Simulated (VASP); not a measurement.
# TiC (P-6m2) in VASP: single point with PBE0

Aim: the single point of TiC with PBE0.

All numbers are computed with VASP 6.6.1; they aren't measurements. Logs are shortened: lines on timing, memory, paths and dates and some standing lists are left out, and cuts for length are marked.

### 1 The cell of the first run

Symmetry: P-6m2, No. 187, hexagonal system. Conventional cell: a = 3.042 Å, b = 3.042 Å, c = 2.698 Å, α = 90.00°, β = 90.00°, γ = 120.00°. Within 2.9 Å of Ti (site symmetry -6m2) lie 6 C at 2.21 Å and 2 Ti at 2.70 Å. C (site symmetry -6m2) has 6 Ti at 2.21 Å and 2 C at 2.70 Å within 2.9 Å.

### 2 Single point, PBE0

Input file POSCAR:

```
TiC
1.0
    3.0420900000      0.0000000000      0.0000000000
   -1.5210400000      2.6345200000      0.0000000000
    0.0000000000      0.0000000000      2.6979700000
Ti C
1 1
Direct
    0.0000000000      0.0000000000      0.5000000000
    0.3333300000      0.6666700000      0.0000000000
```

Input file INCAR.step1:

```
SYSTEM = TiC
PREC = Accurate ; ENCUT = 520
EDIFF = 1E-5 ; ISMEAR = -1
SIGMA = 0.05 ; LREAL = .FALSE.
LASPH = .TRUE. ; NELM = 80
ALGO = Normal ; ISIF = 2
LWAVE = .TRUE. ; LCHARG = .FALSE.
NBANDS = 15 ; GGA = PE
```

Input file INCAR.step2:

```
SYSTEM = TiC
PREC = Accurate ; ENCUT = 520
EDIFF = 1E-6 ; ISMEAR = -1
SIGMA = 0.05 ; LREAL = .FALSE.
LASPH = .TRUE. ; NELM = 80
ALGO = Normal ; ISIF = 2
LWAVE = .FALSE. ; LCHARG = .FALSE.
GGA = PE ; LHFCALC = .TRUE.
AEXX = 0.25 ; PRECFOCK = Normal
NBANDS = 15 ; ISTART = 1
```

Input file KPOINTS:

```
regular mesh
0
G
  5 5 5
  0 0 0
```

Potentials or basis: VASP PAW PBE potentials, release 64 (Ti_sv, C).

Command:

```
> cat potpaw_PBE.64/Ti_sv/POTCAR potpaw_PBE.64/C/POTCAR > POTCAR
> cp INCAR.step1 INCAR
> mpirun -np 1 vasp_std > vasp.out
> cp INCAR.step2 INCAR
> mpirun -np 1 vasp_std > vasp.out
```

OUTCAR:

```text
SYSTEM = TiC
   PREC = Accurate
   ENCUT = 520
   EDIFF = 1E-6
   ISMEAR = -1
   LREAL = .FALSE.
   LASPH = .TRUE.
   NELM = 80
   ISIF = 2
   GGA = PE
   LHFCALC = .TRUE.
   AEXX = 0.25
   PRECFOCK = Normal
   ISTART = 1

 ion  position               nearest neighbor table
   1  0.000  0.000  0.500-   2 2.21   2 2.21   2 2.21   2 2.21   2 2.21   2 2.21
   2  0.333  0.667  0.000-   1 2.21   1 2.21   1 2.21   1 2.21   1 2.21   1 2.21

  LATTYP: Found a hexagonal cell.
 ALAT       =     3.0420900000
 C/A-ratio  =     0.8868804013

  Lattice vectors:

 A1 = (   3.0420900000,   0.0000000000,   0.0000000000)
 A2 = (  -1.5210400000,   2.6345200000,   0.0000000000)
 A3 = (   0.0000000000,   0.0000000000,   2.6979700000)

Analysis of symmetry for initial positions (statically):
=====================================================================
 Subroutine PRICEL returns:
 Original cell was already a primitive cell.

 Routine SETGRP: Setting up the symmetry group for a
 hexagonal supercell.

 Subroutine GETGRP returns: Found  4 space group operations
 (whereof  4 operations were pure point group operations)
 out of a pool of 24 trial point group operations.

The static configuration has the point symmetry C_2v.

Analysis of symmetry for dynamics (positions and initial velocities):
=====================================================================
 Subroutine PRICEL returns:
 Original cell was already a primitive cell.

 Routine SETGRP: Setting up the symmetry group for a
 hexagonal supercell.

 Subroutine GETGRP returns: Found  4 space group operations
 (whereof  4 operations were pure point group operations)
 out of a pool of 24 trial point group operations.

The dynamic configuration has the point symmetry C_2v.

 Subroutine INISYM returns: Found  4 space group operations
 (whereof  4 operations are pure point group operations),
 and found     1 'primitive' translations

----------------------------------------------------------------------------------------

                                     Primitive cell

  volume of cell :      21.6227

  direct lattice vectors                    reciprocal lattice vectors
     3.042090000  0.000000000  0.000000000     0.328721372  0.189787269  0.000000000
    -1.521040000  2.634520000  0.000000000     0.000000000  0.379575786  0.000000000
     0.000000000  0.000000000  2.697970000     0.000000000  0.000000000  0.370649044

  length of vectors
     3.042090000  3.042081247  2.697970000     0.379574694  0.379575786  0.370649044

  position of ions in fractional coordinates (direct lattice)
     0.000000000  0.000000000  0.500000000
     0.333330000  0.666670000  0.000000000

  ion indices of the primitive-cell ions
   primitive index   ion index
                 1           1
                 2           2

----------------------------------------------------------------------------------------

 KPOINTS: regular mesh

Automatic generation of k-mesh.
 Grid dimensions read from file:
 generate k-points for:    5    5    5

 Generating k-lattice:

  Cartesian coordinates                     Fractional coordinates (reciprocal lattice)
     0.065744274  0.037957454  0.000000000     0.200000000  0.000000000  0.000000000
     0.000000000  0.075915157  0.000000000     0.000000000  0.200000000  0.000000000
     0.000000000  0.000000000  0.074129809     0.000000000  0.000000000  0.200000000

  Length of vectors
     0.075914939  0.075915157  0.074129809

  Shift w.r.t. Gamma in fractional coordinates (k-lattice)
     0.000000000  0.000000000  0.000000000

 Subroutine IBZKPT returns following result:
 ===========================================

 Found     27 irreducible k-points:

 Following reciprocal coordinates:
            Coordinates               Weight
  0.000000  0.000000  0.000000      1.000000
  0.200000  0.000000  0.000000      4.000000
 -0.200000  0.200000  0.000000      2.000000
  0.400000 -0.000000  0.000000      4.000000
 -0.400000  0.400000  0.000000      2.000000
  0.200000  0.200000  0.000000      2.000000
[... 16 lines left out ...]
 -0.400000  0.400000  0.400000      4.000000
  0.200000  0.200000  0.400000      4.000000
 [... further k-points ...]
   k-points           NKPTS =     27   k-points in BZ     NKDIM =    125   number of bands    NBANDS=     15
   number of dos      NEDOS =    301   number of ions     NIONS =      2
   total plane-waves  NPLWV =  11520
   dimension x,y,z NGX =    24 NGY =   24 NGZ =   20
   dimension x,y,z NGXF=    48 NGYF=   48 NGZF=   40
   ions per type =               1   1
   NGX,Y,Z   is equivalent  to a cutoff of  13.12, 13.12, 12.32 a.u.
   NGXF,Y,Z  is equivalent  to a cutoff of  26.23, 26.23, 24.65 a.u.
 SYSTEM =  TiC
   PREC   = accura    normal or accurate (medium, high low for compatibility)
   ISTART =      1    job   : 0-new  1-cont  2-samecut
   ICHARG =      0    charge: 1-file 2-atom 10-const
   ISPIN  =      1    spin polarized calculation?
   LNONCOLLINEAR =      F non collinear calculations
   LSORBIT =      F    spin-orbit coupling
   LASPH  =      T    aspherical Exc in radial PAW
   ENCUT  =  520.0 eV  38.22 Ry    6.18 a.u.   5.66  5.66  5.02*2*pi/ulx,y,z
   NELM   =     80;   NELMIN=  2; NELMDL=  0     # of ELM steps
   EDIFF  = 0.1E-05   stopping-criterion for ELM
   LREAL  =      F    real-space projection
   EDIFFG = 0.1E-04   stopping-criterion for IOM
   NSW    =      0    number of steps for IOM
   IBRION =     -1    ionic relax: 0-MD 1-quasi-New 2-CG
   NFREE  =      0    steps in history (QN), initial steepest desc. (CG)
   ISIF   =      2    stress and relaxation
   ISYM   =      3    0-nonsym 1-usesym 2-fastsym
   POTIM  = 0.5000    time-step for ionic-motion
   TEBEG  =    0.0;   TEEND  =   0.0 temperature during run
   PSTRESS=    0.0 pullay stress
   NELECT =      16.0000    total number of electrons
   NUPDOWN=      -1.0000    fix difference up-down
   EMIN   =  10.00;   EMAX   =-10.00  energy-range for DOS
   EFERMI =   0.00;   METHOD = LEGACY
   ISMEAR =    -1;   SIGMA  =   0.05  broadening in eV -4-tet -1-fermi 0-gaus
   EFERMI_NEDOS =   21; number of points for ismear=-14 and -15
   IALGO  =     38    algorithm
   IMIX   =      1    mixing-type and parameters
     AMIX     =   0.40;   BMIX     =  1.00
     AMIX_MAG =   1.60;   BMIX_MAG =  1.00
  volume/ion in A,a.u.               =      10.81        72.96
  Fermi-wavevector in a.u.,A,eV,Ry     =   1.480737  2.798187 29.831891  2.192582
  Thomas-Fermi vector in A             =   2.594734
   LORBIT       =      0    0 simple, 1 ext, 2 COOP (PROOUT), +10 PAW based schemes
   GGA     = PE    functional components
   LHFCALC =     T    Hartree Fock is set to
   PRECFOCK=normal    Normal, Fast or Accurate (Low or Medium for compatibility)
   ENCUT4O =  -1.0   cutoff for four orbital integrals eV
   NKREDX  =     1    reduce k-point grid by
   NKREDY  =     1    reduce k-point grid by
   NKREDZ  =     1    reduce k-point grid by
   AEXX    =    0.2500 exact exchange contribution
   HFSCREEN=    0.0000 screening length (either q_TF or 0.3 A-1)
   HFSCREENC=   0.0000 screening length for correlation (either q_TF or 0.3 A-1)
   ENCUTFOCK=  -1.0 apply spherical cutoff to Coloumb kernel
   IVDW    =     0    specifies the selected vdW correction
   LEPSILON=     F    determine dielectric tensor
   LRPA    =     F    only Hartree local field effects (RPA)
 non-spin polarized calculation
  energy-cutoff  :      520.00
  volume of cell :       21.62
 maximum number of plane-waves:       592
  NGX = 18; NGY = 18; NGZ = 16

 number of electron      16.0000003 magnetization

 Free energy of the ion-electron system (eV)
  ---------------------------------------------------
  ext. energy  EPLUGINS =         0.00000000
  ---------------------------------------------------
  free energy    TOTEN  =       -22.05811545 eV

  energy without entropy =      -22.05810469  energy(sigma->0) =      -22.05811007

 E-fermi :   8.5183     XC(G=0):  -9.6817

 val. band max:        8.0489518997   @ k =   0.4000  -0.0000   0.0000
 cond. band min:       8.9753110902   @ k =  -0.2000   0.4000   0.0000
 fundamental gap:      0.9263591906
 Fermi energy:         8.5183399803

 k-point     1 :       0.0000    0.0000    0.0000
  band No.  band energies     occupation
      1     -53.3103      2.00000
      2     -27.7950      2.00000
      3     -27.7949      2.00000
      4     -27.3439      2.00000
      5      -5.6913      2.00000
      6       6.2071      2.00000
      7       6.2072      2.00000
      8       7.1547      2.00000
      9      11.7146      0.00000
     10      13.0510      0.00000
     11      13.0510      0.00000
     12      15.7595      0.00000
     13      15.7596      0.00000
     14      17.1541      0.00000
     15      25.6657      0.00000

 k-point     2 :       0.2000    0.0000    0.0000
  band No.  band energies     occupation
      1     -53.2910      2.00000
      2     -27.9501      2.00000
      3     -27.8305      2.00000
      4     -27.3269      2.00000
      5      -4.9290      2.00000
      6       4.6882      2.00000
      7       6.8167      2.00000
      8       7.6665      2.00000
      9      10.0329      0.00000
     10      12.9112      0.00000
     11      14.5108      0.00000
     12      14.8950      0.00000
     13      14.9482      0.00000
     14      19.0628      0.00000
     15      24.4428      0.00000
[... 365 lines left out ...]
      3     -27.9883      2.00000
      4     -27.7907      2.00000
      5      -2.2374      2.00000
      6       3.3752      2.00000
      7       5.1788      2.00000
      8       5.6855      2.00000
      9      10.5840      0.00000
     10      12.8703      0.00000
     11      14.1543      0.00000
     12      15.4497      0.00000
     13      16.9416      0.00000
     14      20.2845      0.00000
     15      22.5434      0.00000

 k-point    24 :       0.2000    0.2000    0.4000
  band No.  band energies     occupation
      1     -53.1755      2.00000
      2     -28.0052      2.00000
      3     -27.9857      2.00000
      4     -27.8172      2.00000
      5      -2.2836      2.00000
      6       3.5493      2.00000
      7       4.5026      2.00000
      8       6.6290      2.00000
      9      10.1237      0.00000
     10      12.8046      0.00000
     11      14.4292      0.00000
     12      14.7272      0.00000
     13      16.9907      0.00000
     14      20.9816      0.00000
     15      23.3463      0.00000

 [... further k-points ...]

------------------------ aborting loop because EDIFF is reached ----------------------------------------

  FORCE on cell =-STRESS in cart. coord.  units (eV):
  Direction    XX          YY          ZZ          XY          YZ          ZX
  --------------------------------------------------------------------------------------
  -------------------------------------------------------------------------------------
  Total       -0.2912000     -0.2912493     -1.5725531     -0.0000446      0.0000000      0.0000000
  in kB      -21.5770126    -21.5806667   -116.5212747     -0.0033080      0.0000000      0.0000000
  external PRESSURE =     -53.2263180 kB  Pullay stress =       0.0000000 kB

 VOLUME and BASIS-vectors are now :
 -----------------------------------------------------------------------------
  energy-cutoff  :      520.00
  volume of cell :       21.62
      direct lattice vectors                 reciprocal lattice vectors
     3.042090000  0.000000000  0.000000000     0.328721372  0.189787269  0.000000000
    -1.521040000  2.634520000  0.000000000     0.000000000  0.379575786  0.000000000
     0.000000000  0.000000000  2.697970000     0.000000000  0.000000000  0.370649044

 POSITION                                       TOTAL-FORCE (eV/Angst)
 -----------------------------------------------------------------------------------
      0.00000      0.00000      1.34899        -0.000137      0.000079      0.000000
     -0.00001      1.75636      0.00000         0.000137     -0.000079      0.000000
 -----------------------------------------------------------------------------------
    total drift:                                0.000043      0.000076      0.000000

  FREE ENERGIE OF THE ION-ELECTRON SYSTEM (eV)
  ---------------------------------------------------
  free  energy   TOTEN  =       -22.0581154518 eV

  energy  without entropy=      -22.0581046865  energy(sigma->0) =      -22.05811007
```

Run time: 36 min. Hardware: 1 thread of Oxide Virtual Turin-like, shared host; peak memory 0.11 GiB.

Results:

| Quantity | Value |
| --- | --- |
| Free energy | -22.0581 eV |
| Pressure | -5.3 GPa |
| Band gap on the k mesh | zero (bands 8 and 9 overlap by 0.93 eV) |

Levels at points of the mesh, in eV from the Fermi level:
```tsv
k point	band 6	band 7	band 8	band 9	band 10	band 11
(0.00, 0.00, 0.00)	-2.31	-2.31	-1.36	3.20	4.53	4.53
```

Caveat: the k points lie up to 0.48 Å⁻¹ apart, too coarse for converged energies and pressures of a metal; the PAW data sets were made with another functional, which shifts forces and pressure a little.

The gap in the log of VASP goes by the Fermi energy; the results here count the filled bands.